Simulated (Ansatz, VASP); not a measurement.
# Two plane-wave programs on ZnO

```xyz
4
Lattice="3.2420 0.0000 0.0000 -1.6210 2.8076 0.0000 0.0000 0.0000 5.2276" Properties=species:S:1:pos:R:3 pbc="T T T"
Zn    0.0000    1.8718    0.0076
Zn    1.6210    0.9359    2.6214
O     0.0000    1.8718    1.9899
O     1.6210    0.9359    4.6037
```

Alike in both runs: task single point; functional PBE-based screened hybrid; k mesh 4 × 4 × 4; occupations gaussian, width 0.05 eV; no spin polarisation.

```csv
,VASP,Ansatz
version,VASP 6.6.1,Ansatz 0.2.0
potentials or method,"VASP PAW PBE potentials, release 64 (Zn, O), cutoff 520 eV","scalar-relativistic, plane waves, PAW"
valence electrons in the cell,36,36
```

|  | VASP | Ansatz | Ansatz less VASP |
| --- | --- | --- | --- |
| gap on the k mesh at the Fermi level (eV) | 1.65 | 1.68 | +0.033 |
| least direct gap on the mesh (eV) | 1.65 | 1.68 | +0.033 |
| pressure (GPa) | 3.6 | 2.4 | -1.16 |
| traceless stress, the component that is largest in VASP (GPa) | -0.21 | -0.21 | -0.006 |
| rms of the force components (eV/Å) | 0.003 | 0.004 | +0.0008 |

VASP's potentials were made for PBE, not for PBE-based screened hybrid. Atom by atom the forces differ by 0.001 eV/Å (rms over components). With one functional, cell and mesh, what is left measures potentials, basis and numerics. Ansatz's warnings: stress exchange threshold loose, stress scf threshold loose.

The k mesh is coarse, so the values compare programs but aren't converged.
